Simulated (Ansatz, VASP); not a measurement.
**Y: VASP beside Ansatz**

```xyz
2
Lattice="0.0000 3.4076 3.4076 3.4076 0.0000 3.4076 3.4076 3.4076 0.0000" Properties=species:S:1:pos:R:3 pbc="T T T"
Y     0.8519    0.8519    0.8519
Y     5.9633    5.9633    5.9633
```

Alike in both runs: task single point; functional r2SCAN; k mesh 9 × 9 × 9; occupations fermi-dirac, width 0.1 eV; no spin polarisation.

|  | VASP | Ansatz |
| --- | --- | --- |
| version | VASP 6.6.1 | Ansatz 0.2.0 |
| potentials or method | VASP PAW PBE potentials, release 64 (Y_sv), cutoff 520 eV | plane waves (500 eV) with PAW, scalar-relativistic |
| valence electrons in the cell | 22 | 22 |

|  | VASP | Ansatz | Ansatz less VASP |
| --- | --- | --- | --- |
| pressure (GPa) | 0.5 | 0.5 | -0.06 |

VASP's potentials were made for PBE, not for r2SCAN. The functional is the same, so the differences come from potentials, cutoffs and numerics.
